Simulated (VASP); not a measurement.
The system is BeC.

```
CELL_PARAMETERS angstrom
2.84504 0.00000 0.00000
-1.42252 2.46387 0.00000
0.00000 0.00000 9.37490
ATOMIC_POSITIONS crystal
Be 0.66667 0.33333 0.75000
Be 0.00000 0.00000 0.00000
Be 0.33333 0.66667 0.25000
Be 0.00000 0.00000 0.50000
C 0.33333 0.66667 0.87500
C 0.66667 0.33333 0.12500
C 0.66667 0.33333 0.37500
C 0.33333 0.66667 0.62500
```

```yaml
Program: VASP 6.6.1
Task: relaxation of cell and atoms
Functional: PBE
Potentials_or_basis: VASP PAW PBE potentials, release 64 (Be, C)
Cutoff: 600 eV
k_mesh: 6 × 6 × 2
Occupations: gaussian, width 0.1 eV
Spin: no spin polarisation
```

At the start: pressure -19.6 GPa; volume 8.21 Å³/atom.

Problem. Where does the relaxation end?

Solution. Over 23 steps the energy falls by 843.3 meV/atom and the volume is 7.13 Å³/atom (-13.3 %); space group P6_3/mmc (No. 194, to 0.05 Å).

The path:
| step | energy change (eV) | largest force (eV/Å) | pressure (GPa) | volume (Å³) |
| --- | --- | --- | --- | --- |
| 1 | 0.0000 | 1.5198 | -19.59 | 65.72 |
| 2 | -2.3332 | 3.7813 | -4.13 | 56.51 |
| 3 | 8.7332 | 23.3751 | 270.40 | 34.64 |
| 4 | -1.8460 | 4.0825 | 6.69 | 53.83 |
| 5 | -2.8321 | 5.5251 | 36.27 | 47.37 |
| 6 | -1.9326 | 3.4722 | 99.52 | 40.79 |
| 7 | -2.8210 | 5.8324 | 47.56 | 45.75 |
| 8 | -3.3178 | 5.3895 | 54.50 | 44.87 |
| 9 | -3.5467 | 1.7600 | 79.06 | 42.95 |
| 10 | -3.6406 | 3.8203 | 67.12 | 43.73 |
| 11 | -3.6484 | 3.4117 | 69.72 | 43.54 |
| 12 | -4.1299 | 2.9226 | 62.67 | 44.38 |
| 13 | -5.2700 | 1.4242 | 44.95 | 46.99 |
| 14 | -6.2456 | 2.6070 | 22.69 | 52.50 |
| 15 | -6.6058 | 0.2758 | 9.51 | 54.43 |
| 16 | -6.6698 | 1.0734 | 1.09 | 55.96 |
| 17 | -6.6707 | 0.9640 | 1.81 | 55.82 |
| 18 | -6.7046 | 0.7383 | 0.75 | 56.27 |
| 19 | -6.7425 | 0.1307 | -1.66 | 57.46 |
| 20 | -6.7425 | 0.1136 | -1.72 | 57.49 |
| 21 | -6.7447 | 0.0054 | -0.84 | 57.28 |
| 22 | -6.7453 | 0.0979 | -0.15 | 57.11 |
| 23 | -6.7463 | 0.0023 | -0.02 | 57.00 |

Final structure:
```
CELL_PARAMETERS angstrom
2.90267 0.00000 0.00000
-1.45133 2.51378 0.00000
0.00000 0.00000 7.81178
ATOMIC_POSITIONS crystal
Be 0.66667 0.33333 0.75000
Be 0.00000 0.00000 0.00000
Be 0.33333 0.66667 0.25000
Be 0.00000 0.00000 0.50000
C 0.33333 0.66667 0.84058
C 0.66667 0.33333 0.15942
C 0.66667 0.33333 0.34058
C 0.33333 0.66667 0.65942
```

Caveat: the k points lie up to 0.42 Å⁻¹ apart in the final cell.
